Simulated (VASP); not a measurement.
# Ge (R-3m) in VASP: single point with PBEsol

Aim: the single point of Ge with PBEsol.

Program: VASP 6.6.1. These are calculated values, not measurements. Logs are shortened: lines on timing, memory, paths and dates and some standing lists are left out, and cuts for length are marked.

## 1. The cell of the first run

It takes space group R-3m (No. 166, trigonal). Conventional cell: a = 3.269 Å, b = 3.269 Å, c = 13.364 Å, α = 90.00°, β = 90.00°, γ = 120.00°. Ge (site symmetry 3m) has 3 Ge at 1.89 Å within 2.5 Å.

## 2. Single point, PBEsol (C replaced by Ge, lengths x 1.347, strained)

The input, INCAR:

```
SYSTEM = Ge
ALGO = Normal
EDIFF = 1E-6
ENCUT = 520
GGA = PS
ISIF = 2
ISMEAR = 0
LASPH = .TRUE.
LCHARG = .FALSE.
LREAL = .FALSE.
LWAVE = .FALSE.
NBANDS = 21
NELM = 80
PREC = Accurate
SIGMA = 0.01
```

The input, KPOINTS:

```
k-points
0
G
  12 12 12
  0 0 0
```

The input, POSCAR:

```
Ge
1.0
    1.6344177517      0.9436315289      4.4546388981
   -1.6344177517      0.9436315289      4.4546388981
    0.0000000000     -1.8872630577      4.4546388981
Ge
2
Direct
    0.1640000000      0.1640000000      0.1640000000
    0.8360000000      0.8360000000      0.8360000000
```

Potentials or basis: VASP PAW PBE potentials, release 64 (Ge_d).

The run is started by

```console
> cat potpaw_PBE.64/Ge_d/POTCAR > POTCAR
> mpirun -np 1 vasp_std > vasp.out
```

OUTCAR:

```text
SYSTEM = Ge
   EDIFF = 1E-6
   ENCUT = 520
   GGA = PS
   ISIF = 2
   ISMEAR = 0
   LASPH = .TRUE.
   LREAL = .FALSE.
   NELM = 80
   PREC = Accurate

 ion  position               nearest neighbor table
   1  0.164  0.164  0.164-   2 1.89   2 1.89   2 1.89
   2  0.836  0.836  0.836-   1 1.89   1 1.89   1 1.89

  LATTYP: Found a trigonal (rhomboedric) cell.
 ALAT       =     4.8379302973
 COS(alpha) =     0.7717362630

  Lattice vectors:

 A1 = (   1.6344177517,   0.9436315289,   4.4546388981)
 A2 = (  -1.6344177517,   0.9436315289,   4.4546388981)
 A3 = (   0.0000000000,  -1.8872630577,   4.4546388981)

Analysis of symmetry for initial positions (statically):
=====================================================================
 Subroutine PRICEL returns:
 Original cell was already a primitive cell.

 Routine SETGRP: Setting up the symmetry group for a
 trigonal (rhombohedral) supercell.

 Subroutine GETGRP returns: Found 12 space group operations
 (whereof 12 operations were pure point group operations)
 out of a pool of 12 trial point group operations.

The static configuration has the point symmetry D_3d.

Analysis of symmetry for dynamics (positions and initial velocities):
=====================================================================
 Subroutine PRICEL returns:
 Original cell was already a primitive cell.

 Routine SETGRP: Setting up the symmetry group for a
 trigonal (rhombohedral) supercell.

 Subroutine GETGRP returns: Found 12 space group operations
 (whereof 12 operations were pure point group operations)
 out of a pool of 12 trial point group operations.

The dynamic configuration has the point symmetry D_3d.

 Subroutine INISYM returns: Found 12 space group operations
 (whereof 12 operations are pure point group operations),
 and found     1 'primitive' translations

----------------------------------------------------------------------------------------

                                     Primitive cell

  volume of cell :      41.2220

  direct lattice vectors                    reciprocal lattice vectors
     1.634417752  0.943631529  4.454638898     0.305919340  0.176622613  0.074828362
    -1.634417752  0.943631529  4.454638898    -0.305919340  0.176622613  0.074828362
     0.000000000 -1.887263058  4.454638898     0.000000000 -0.353245227  0.074828362

  length of vectors
     4.837930297  4.837930297  4.837930297     0.361083749  0.361083749  0.361083749

[... 76 lines left out ...]
   LSORBIT =      F    spin-orbit coupling
   LASPH  =      T    aspherical Exc in radial PAW
   ENCUT  =  520.0 eV  38.22 Ry    6.18 a.u.   9.00  9.00  9.00*2*pi/ulx,y,z
   NELM   =     80;   NELMIN=  2; NELMDL= -5     # of ELM steps
   EDIFF  = 0.1E-05   stopping-criterion for ELM
   LREAL  =      F    real-space projection
   EDIFFG = 0.1E-04   stopping-criterion for IOM
   NSW    =      0    number of steps for IOM
   IBRION =     -1    ionic relax: 0-MD 1-quasi-New 2-CG
   NFREE  =      0    steps in history (QN), initial steepest desc. (CG)
   ISIF   =      2    stress and relaxation
   ISYM   =      2    0-nonsym 1-usesym 2-fastsym
   POTIM  = 0.5000    time-step for ionic-motion
   TEBEG  =    0.0;   TEEND  =   0.0 temperature during run
   PSTRESS=    0.0 pullay stress
   NELECT =      28.0000    total number of electrons
   NUPDOWN=      -1.0000    fix difference up-down
   EMIN   =  10.00;   EMAX   =-10.00  energy-range for DOS
   EFERMI =   0.00;   METHOD = LEGACY
   ISMEAR =     0;   SIGMA  =   0.01  broadening in eV -4-tet -1-fermi 0-gaus
   EFERMI_NEDOS =   21; number of points for ismear=-14 and -15
   IALGO  =     38    algorithm
   IMIX   =      4    mixing-type and parameters
     AMIX     =   0.40;   BMIX     =  1.00
     AMIX_MAG =   1.60;   BMIX_MAG =  1.00
  volume/ion in A,a.u.               =      20.61       139.09
  Fermi-wavevector in a.u.,A,eV,Ry     =   1.439078  2.719464 28.176935  2.070946
  Thomas-Fermi vector in A             =   2.557974
   LORBIT       =      0    0 simple, 1 ext, 2 COOP (PROOUT), +10 PAW based schemes
   GGA     = PS    functional components
   LHFCALC =     F    Hartree Fock is set to
   AEXX    =    0.0000 exact exchange contribution
   IVDW    =     0    specifies the selected vdW correction
   LEPSILON=     F    determine dielectric tensor
   LRPA    =     F    only Hartree local field effects (RPA)
 non-spin polarized calculation
 Gauss-broadening in eV      SIGMA  =   0.01
  energy-cutoff  :      520.00
  volume of cell :       41.22
 maximum number of plane-waves:      1128
   NGX = 17   NGY = 17   NGZ = 17

 number of electron      27.9999996 magnetization

 Free energy of the ion-electron system (eV)
  ---------------------------------------------------
  ext. energy  EPLUGINS =         0.00000000
  ---------------------------------------------------
  free energy    TOTEN  =        -2.18449125 eV

  energy without entropy =       -2.18449125  energy(sigma->0) =       -2.18449125

 E-fermi :   5.4721     XC(G=0):  -9.9258

 val. band max:        5.4128402029   @ k =   0.0000   0.0000   0.0000
 cond. band min:       5.6401631574   @ k =  -0.3333   0.3333   0.0000
 fundamental gap:      0.2273229545
 Fermi energy:         5.4720902432

 k-point     1 :       0.0000    0.0000    0.0000
  band No.  band energies     occupation
      1     -20.6119      2.00000
      2     -20.4155      2.00000
      3     -20.4155      2.00000
      4     -20.2335      2.00000
      5     -20.2335      2.00000
      6     -19.8272      2.00000
[... 565 lines left out ...]
     20      19.6177      0.00000
     21      19.7544      0.00000

 [... further k-points ...]

------------------------ aborting loop because EDIFF is reached ----------------------------------------

  FORCE on cell =-STRESS in cart. coord.  units (eV):
  Direction    XX          YY          ZZ          XY          YZ          ZX
  --------------------------------------------------------------------------------------
  -------------------------------------------------------------------------------------
  Total       39.3735432     39.3735432     -0.1525572      0.0000000     -0.0000000      0.0000000
  in kB     1530.3325356   1530.3325355     -5.9294460      0.0000000     -0.0000000      0.0000000
  external PRESSURE =    1018.2452084 kB  Pullay stress =       0.0000000 kB

 VOLUME and BASIS-vectors are now :
 -----------------------------------------------------------------------------
  energy-cutoff  :      520.00
  volume of cell :       41.22
      direct lattice vectors                 reciprocal lattice vectors
     1.634417752  0.943631529  4.454638898     0.305919340  0.176622613  0.074828362
    -1.634417752  0.943631529  4.454638898    -0.305919340  0.176622613  0.074828362
     0.000000000 -1.887263058  4.454638898     0.000000000 -0.353245227  0.074828362

 POSITION                                       TOTAL-FORCE (eV/Angst)
 -----------------------------------------------------------------------------------
      0.00000      0.00000      2.19168         0.000000     -0.000000     -1.181351
      0.00000      0.00000     11.17223         0.000000      0.000000      1.181351
 -----------------------------------------------------------------------------------
    total drift:                                0.000000     -0.000000      0.000000

  FREE ENERGIE OF THE ION-ELECTRON SYSTEM (eV)
  ---------------------------------------------------
  free  energy   TOTEN  =        -2.1844912476 eV

  energy  without entropy=       -2.1844912476  energy(sigma->0) =       -2.18449125
```

OSZICAR:

```text
N       E                     dE             d eps       ncg     rms          rms(c)
DAV:   1     0.214845608519E+03    0.21485E+03   -0.14896E+04  9009   0.384E+03
DAV:   2     0.268530353369E+02   -0.18799E+03   -0.17985E+03  7993   0.641E+02
DAV:   3    -0.220056879767E+01   -0.29054E+02   -0.28857E+02  8908   0.155E+02
DAV:   4    -0.327993328682E+01   -0.10794E+01   -0.10787E+01  9058   0.346E+01
DAV:   5    -0.329789959412E+01   -0.17966E-01   -0.17966E-01  8961   0.474E+00    0.727E+00
DAV:   6    -0.250710483083E+01    0.79079E+00   -0.34255E-01 11827   0.654E+00    0.403E+00
DAV:   7    -0.217825716458E+01    0.32885E+00   -0.52341E-01 12199   0.751E+00    0.361E-01
DAV:   8    -0.218383475359E+01   -0.55776E-02   -0.45345E-02  9028   0.237E+00    0.160E-01
DAV:   9    -0.218440585664E+01   -0.57110E-03   -0.16186E-03  9040   0.422E-01    0.501E-02
DAV:  10    -0.218448137646E+01   -0.75520E-04   -0.21155E-04 10001   0.273E-01    0.115E-02
DAV:  11    -0.218449098827E+01   -0.96118E-05   -0.28378E-05  9244   0.640E-02    0.592E-03
DAV:  12    -0.218449124765E+01   -0.25938E-06   -0.57976E-06  8864   0.343E-02
   1 F= -.21844912E+01 E0= -.21844912E+01  d E =-.436882E-20
```

stdout:

```text
POSCAR found type information on POSCAR Ge
 POSCAR found :  1 types and       2 ions
 scaLAPACK will be used
 -----------------------------------------------------------------------------
|                                                                             |
|                                                                             |
|     You enforced a specific xc type in the INCAR file but a different       |
|     I HOPE YOU KNOW WHAT YOU ARE DOING!                                     |
|                                                                             |
 -----------------------------------------------------------------------------

 LDA part: xc-table for (Slater+PW92), standard interpolation
 POSCAR, INCAR and KPOINTS ok, starting setup
 FFT: planning ... GRIDC
 FFT: planning ... GRID_SOFT
 FFT: planning ... GRID
 WAVECAR not read
 entering main loop
```

It took 5.1 min on 1 thread of Intel Xeon 8259CL, shared host; peak memory 0.29 GiB.

What came out:

- Free energy: -2.1845 eV
- Pressure: 101.8 GPa
- Largest force: 1.181 eV/Å
- Band gap on the k mesh: 0.23 eV (least direct gap 0.62 eV)

Forces on the atoms (eV/Å):
```
Ge   0.000  0.000 -1.181
Ge   0.000  0.000  1.181
```

Stress tensor (GPa, compression positive):
```
153.03   0.00   0.00
  0.00 153.03   0.00
  0.00   0.00  -0.59
```

Caveat: the cell differs from its parent crystal (C replaced by Ge, lengths x 1.347, strained); the cell stands under pressure; the PAW data sets were made with another functional, which shifts forces and pressure a little. A k mesh can miss the band edges.
